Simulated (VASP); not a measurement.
A run of VASP 6.6.1 is set up as follows.

POSCAR

```
SrO
1.0
    0.0000000000      2.5798927166      2.5798927166
    2.5798927166      0.0000000000      2.5798927166
    2.5798927166      2.5798927166      0.0000000000
Sr O
1 1
Direct
    0.5000000000      0.5000000000      0.5000000000
    0.0000000000      0.0000000000      0.0000000000
```

The input INCAR.step1:

```
ALGO = Normal
EDIFF = 1E-5
ENCUT = 520
GGA = PE
ISIF = 2
ISMEAR = 0
LASPH = T
LCHARG = F
LREAL = F
LWAVE = T
NBANDS = 15
NELM = 60
PREC = Accurate
SIGMA = 0.01
```

Contents of INCAR.step2:

```
AEXX = 0.05
ALGO = Normal
EDIFF = 1E-6
ENCUT = 520
GGA = PE
HFSCREEN = 0.1
ISIF = 2
ISMEAR = 0
ISTART = 1
LASPH = T
LCHARG = F
LHFCALC = T
LREAL = F
LWAVE = F
NBANDS = 15
NELM = 60
PREC = Accurate
PRECFOCK = Normal
SIGMA = 0.01
```

Contents of KPOINTS:

```
k-points
0
Gamma
  4 4 4
```

Potentials or basis: VASP PAW PBE potentials, release 64 (Sr_sv, O).

Run with:

```bash
$ cat potpaw_PBE.64/Sr_sv/POTCAR potpaw_PBE.64/O/POTCAR > POTCAR
$ cp INCAR.step1 INCAR
$ mpirun -np 1 vasp_std > vasp.out
$ cp INCAR.step2 INCAR
$ mpirun -np 1 vasp_std > vasp.out
```

Task: Predict the pressure.

Result: 1.9 GPa.

Task: Predict the band gap on the k mesh.

Result: 3.63 eV, indirect (least direct gap 3.72 eV).

Caveat: the k points lie up to 0.53 Å⁻¹ apart; the PAW data sets were made with another functional, which shifts forces and pressure a little. A k mesh can miss the band edges.
